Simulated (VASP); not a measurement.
# AlIn2 (P6/mmm) in VASP: further runs, part 2 of 2

VASP 6.6.1. Earlier steps stand in the parts before.

## (3) Single point, PBE

This run uses another cell than the first one, of 26.45 Å³/atom, 1.086 times its volume.

File INCAR:

```
SYSTEM = AlIn2
PREC = Accurate
ENCUT = 520
EDIFF = 1E-7
ISMEAR = 0
SIGMA = 0.1
LREAL = .FALSE.
LASPH = .TRUE.
NELM = 60
ALGO = Normal
ISIF = 2
LWAVE = .FALSE.
LCHARG = .FALSE.
GGA = PE
NBANDS = 22
```

File KPOINTS:

```
regular mesh
0
G
  6 6 4
  0 0 0
```

File POSCAR:

```
AlIn2
1.0
    4.5241170200      0.0000000000      0.0000000000
   -2.2620585100      3.9180002700      0.0000000000
    0.0000000000      0.0000000000      4.4758074200
Al In
1 2
Direct
    0.0000000000      0.0000000000      0.5000000000
    0.3333333300      0.6666666700      0.5000000000
    0.6666666700      0.3333333300      0.5000000000
```

Potentials or basis: VASP PAW PBE potentials, release 64 (Al, In_d).

Run with:

```
cat potpaw_PBE.64/Al/POTCAR potpaw_PBE.64/In_d/POTCAR > POTCAR
mpirun -np 1 vasp_std > vasp.out
```

OUTCAR:

```text
SYSTEM = AlIn2
   PREC = Accurate
   ENCUT = 520
   EDIFF = 1E-7
   ISMEAR = 0
   LREAL = .FALSE.
   LASPH = .TRUE.
   NELM = 60
   ISIF = 2
   GGA = PE

 ion  position               nearest neighbor table
   1  0.000  0.000  0.500-   2 2.61   3 2.61   3 2.61   2 2.61   3 2.61   2 2.61
   2  0.333  0.667  0.500-   1 2.61   3 2.61   3 2.61   1 2.61   1 2.61   3 2.61
   3  0.667  0.333  0.500-   1 2.61   2 2.61   2 2.61   1 2.61   1 2.61   2 2.61

  LATTYP: Found a hexagonal cell.
 ALAT       =     4.5241170200
 C/A-ratio  =     0.9893217616

  Lattice vectors:

 A1 = (   4.5241170200,   0.0000000000,   0.0000000000)
 A2 = (  -2.2620585100,   3.9180002700,   0.0000000000)
 A3 = (   0.0000000000,   0.0000000000,   4.4758074200)

Analysis of symmetry for initial positions (statically):
=====================================================================
 Subroutine PRICEL returns:
 Original cell was already a primitive cell.

 Routine SETGRP: Setting up the symmetry group for a
 hexagonal supercell.

 Subroutine GETGRP returns: Found 24 space group operations
 (whereof 24 operations were pure point group operations)
 out of a pool of 24 trial point group operations.

The static configuration has the point symmetry D_6h.

Analysis of symmetry for dynamics (positions and initial velocities):
=====================================================================
 Subroutine PRICEL returns:
 Original cell was already a primitive cell.

 Routine SETGRP: Setting up the symmetry group for a
 hexagonal supercell.

 Subroutine GETGRP returns: Found 24 space group operations
 (whereof 24 operations were pure point group operations)
 out of a pool of 24 trial point group operations.
[... 110 lines left out ...]
   NELECT =      29.0000    total number of electrons
   NUPDOWN=      -1.0000    fix difference up-down
   EMIN   =  10.00;   EMAX   =-10.00  energy-range for DOS
   EFERMI =   0.00;   METHOD = LEGACY
   ISMEAR =     0;   SIGMA  =   0.10  broadening in eV -4-tet -1-fermi 0-gaus
   EFERMI_NEDOS =   21; number of points for ismear=-14 and -15
   IALGO  =     38    algorithm
   IMIX   =      4    mixing-type and parameters
     AMIX     =   0.40;   BMIX     =  1.00
     AMIX_MAG =   1.60;   BMIX_MAG =  1.00
  volume/ion in A,a.u.               =      26.45       178.46
  Fermi-wavevector in a.u.,A,eV,Ry     =   1.170535  2.211990 18.642041  1.370151
  Thomas-Fermi vector in A             =   2.306992
   LORBIT       =      0    0 simple, 1 ext, 2 COOP (PROOUT), +10 PAW based schemes
   GGA     = PE    functional components
   LHFCALC =     F    Hartree Fock is set to
   AEXX    =    0.0000 exact exchange contribution
   IVDW    =     0    specifies the selected vdW correction
   LEPSILON=     F    determine dielectric tensor
   LRPA    =     F    only Hartree local field effects (RPA)
 non-spin polarized calculation
 Gauss-broadening in eV      SIGMA  =   0.10
  energy-cutoff  :      520.00
  volume of cell :       79.34
 maximum number of plane-waves:      2171
 NGX is ok and might be reduce to    36
   NGX = 17   NGY = 17   NGZ = 17

 number of electron      29.0000002 magnetization

 Free energy of the ion-electron system (eV)
  ---------------------------------------------------
  ext. energy  EPLUGINS =         0.00000000
  ---------------------------------------------------
  free energy    TOTEN  =        -5.44290085 eV

  energy without entropy =       -5.44263798  energy(sigma->0) =       -5.44276941

 E-fermi :   6.4614     XC(G=0):  -9.1834

 val. band max:        6.3217716584   @ k =   0.0000   0.0000   0.5000
 cond. band min:       6.6566164152   @ k =   0.3333   0.1667   0.0000
 fundamental gap:      0.3348447568
 Fermi energy:         6.4614423350

 k-point     1 :       0.0000    0.0000    0.0000
  band No.  band energies     occupation
      1      -9.7895      2.00000
      2      -9.5467      2.00000
      3      -9.5467      2.00000
      4      -9.3554      2.00000
      5      -9.3554      2.00000
      6      -9.2952      2.00000
[... 514 lines left out ...]
     21      15.3960      0.00000
     22      15.7569      0.00000

------------------------ aborting loop because EDIFF is reached ----------------------------------------

  FORCE on cell =-STRESS in cart. coord.  units (eV):
  Direction    XX          YY          ZZ          XY          YZ          ZX
  --------------------------------------------------------------------------------------
  -------------------------------------------------------------------------------------
  Total       15.2758269     15.2758269     -1.0809742      0.0000000      0.0000000      0.0000000
  in kB      308.4932218    308.4932220    -21.8301250      0.0000000      0.0000000      0.0000000
  external PRESSURE =     198.3854396 kB  Pullay stress =       0.0000000 kB

 VOLUME and BASIS-vectors are now :
 -----------------------------------------------------------------------------
  energy-cutoff  :      520.00
  volume of cell :       79.34
      direct lattice vectors                 reciprocal lattice vectors
     4.524117020  0.000000000  0.000000000     0.221037607  0.127616122  0.000000000
    -2.262058510  3.918000270  0.000000000     0.000000000  0.255232244  0.000000000
     0.000000000  0.000000000  4.475807420     0.000000000  0.000000000  0.223423375

 POSITION                                       TOTAL-FORCE (eV/Angst)
 -----------------------------------------------------------------------------------
      0.00000      0.00000      2.23790         0.000000      0.000000      0.000000
     -0.00000      2.61200      2.23790         0.000000     -0.000000      0.000000
      2.26206      1.30600      2.23790        -0.000000      0.000000     -0.000000
 -----------------------------------------------------------------------------------
    total drift:                                0.000000      0.000000      0.000000

  FREE ENERGIE OF THE ION-ELECTRON SYSTEM (eV)
  ---------------------------------------------------
  free  energy   TOTEN  =        -5.4429008451 eV

  energy  without entropy=       -5.4426379773  energy(sigma->0) =       -5.44276941
```

OSZICAR:

```text
N       E                     dE             d eps       ncg     rms          rms(c)
DAV:   1     0.238683826370E+03    0.23868E+03   -0.13756E+04   924   0.155E+03
DAV:   2     0.131507755972E+02   -0.22553E+03   -0.21906E+03   930   0.369E+02
DAV:   3    -0.513309827674E+01   -0.18284E+02   -0.18100E+02  1124   0.123E+02
DAV:   4    -0.577046702618E+01   -0.63737E+00   -0.63690E+00  1098   0.256E+01
DAV:   5    -0.580958180047E+01   -0.39115E-01   -0.39114E-01  1462   0.540E+00    0.833E+00
DAV:   6    -0.553766363290E+01    0.27192E+00   -0.28188E-01  1296   0.912E+00    0.412E+00
DAV:   7    -0.544600826726E+01    0.91655E-01   -0.16550E-01  1382   0.488E+00    0.643E-01
DAV:   8    -0.544279889626E+01    0.32094E-02   -0.26047E-02  1130   0.169E+00    0.328E-01
DAV:   9    -0.544283797623E+01   -0.39080E-04   -0.18374E-03  1472   0.383E-01    0.221E-01
DAV:  10    -0.544290439458E+01   -0.66418E-04   -0.21106E-04  1180   0.118E-01    0.321E-02
DAV:  11    -0.544290136582E+01    0.30288E-05   -0.15354E-05  1428   0.362E-02    0.158E-02
DAV:  12    -0.544290129414E+01    0.71685E-07   -0.11467E-06   976   0.668E-03    0.776E-03
DAV:  13    -0.544290098055E+01    0.31358E-06   -0.39880E-07  1112   0.601E-03    0.951E-04
DAV:  14    -0.544290080833E+01    0.17222E-06   -0.72047E-08   710   0.248E-03    0.290E-04
DAV:  15    -0.544290084510E+01   -0.36769E-07   -0.13672E-08   576   0.132E-03
   1 F= -.54429008E+01 E0= -.54427694E+01  d E =-.262868E-03
```

It took 36 s on 1 thread of Intel Xeon Platinum 8259CL at 2.50GHz (Skylake/Cascade Lake), shared host; peak memory 0.21 GiB.

What came out:

```yaml
Free_energy: -5.4429 eV
Pressure: 19.8 GPa
```

Stress tensor (GPa, compression positive):
```
30.85  0.00  0.00
 0.00 30.85  0.00
 0.00  0.00 -2.18
```

Levels at points of the mesh, in eV from the Fermi level:
```
           k point  band 13  band 14  band 15  band 16  band 17  band 18
(0.00, 0.00, 0.00)    -1.08    -1.08    -0.39    -0.39     0.49     0.90
(0.50, 0.00, 0.00)    -4.01    -1.80     0.72     0.99     3.82     4.50
(0.00, 0.00, 0.50)    -0.84    -0.84    -0.14    -0.14     1.07     1.52
(0.50, 0.00, 0.50)    -3.80    -1.69    -1.40    -1.31     2.60     4.51
```

Caveat: spin-orbit coupling is left out, which moves the levels of the heavy elements.

## (4) Single point, PBE

This run uses another cell than the first one, of 25.31 Å³/atom, 1.040 times its volume.

File INCAR:

```
PREC     = Accurate       # precision mode
ENCUT    = 520            # plane-wave cutoff, eV
EDIFF    = 1E-6           # SCF threshold, eV
ISMEAR   = 0              # smearing method
SIGMA    = 0.1            # smearing width, eV
LREAL    = F              # projectors in reciprocal space
LASPH    = T              # aspherical terms in the spheres
NELM     = 80             # most SCF steps
ALGO     = Fast           # electronic algorithm
ISIF     = 2              # what is computed and relaxed
LWAVE    = F              # write WAVECAR
LCHARG   = T              # write CHGCAR
GGA      = PE             # functional
LELF     = T              # ELF
LVHAR    = T            
NBANDS   = 22             # bands
```

File KPOINTS:

```
Automatic mesh
0
Gamma
  6 6 6
```

File POSCAR:

```
AlIn2
1.0
    5.3566371350      0.0000000000      0.0000000000
   -2.6783185675      4.6389838378      0.0000000000
    0.0000000000      0.0000000000      3.0560321272
Al In
1 2
Direct
    0.0000000000      0.0000000000      0.5000000000
    0.3333333333      0.6666666667      0.5000000000
    0.6666666667      0.3333333333      0.5000000000
```

Run with:

```
cat potpaw_PBE.64/Al/POTCAR potpaw_PBE.64/In_d/POTCAR > POTCAR
mpirun -np 1 vasp_std > vasp.out
```

Run time: 42 s. Hardware: 1 thread of Intel Xeon Platinum 8259CL at 2.50GHz (Skylake/Cascade Lake), shared host; peak memory 0.2 GiB.

It converged, with:

* Free energy: -8.2403 eV
* Pressure: -0.1 GPa

Stress tensor (GPa, compression positive):
```
-0.17  0.00  0.00
 0.00 -0.17  0.00
 0.00  0.00  0.17
```

Levels at points of the mesh, in eV from the Fermi level:
| k point | band 12 | band 13 | band 14 | band 15 | band 16 | band 17 |
| --- | --- | --- | --- | --- | --- | --- |
| (0.00, 0.00, 0.00) | -2.92 | -2.74 | -1.47 | -1.47 | -1.18 | -1.18 |
| (0.50, 0.00, 0.00) | -7.35 | -4.05 | -3.35 | 2.98 | 3.07 | 3.84 |
| (0.00, 0.00, 0.50) | -3.80 | 1.17 | 1.18 | 1.18 | 1.18 | 1.22 |
| (0.50, 0.00, 0.50) | -4.21 | -2.10 | -1.86 | -0.81 | -0.37 | 0.27 |

Caveat: spin-orbit coupling is left out, which moves the levels of the heavy elements.

## (5) The runs side by side

```csv
cell,k mesh,gap on the mesh (eV),pressure (GPa)
"a = 5.374, b = 5.374, c = 2.920 Å, angles 90.0, 90.0, 120.0°, 3 atoms",6 × 6 × 4,none,0.2
"a = 4.524, b = 4.524, c = 4.476 Å, angles 90.0, 90.0, 120.0°, 3 atoms",6 × 6 × 4,none,19.8
"a = 5.357, b = 5.357, c = 3.056 Å, angles 90.0, 90.0, 120.0°, 3 atoms",6 × 6 × 6,none,-0.1
```

Alike in all rows: task single point; level PBE; potentials or basis VASP PAW PBE potentials, release 64 (Al, In_d); no spin polarisation; cutoff (eV) 520; smearing gaussian 0.1 eV.

Caveats: some runs use coarse meshes; spin-orbit coupling is left out, which moves the levels of the heavy elements.

Absolute energies hang on the potentials; compare differences alone.
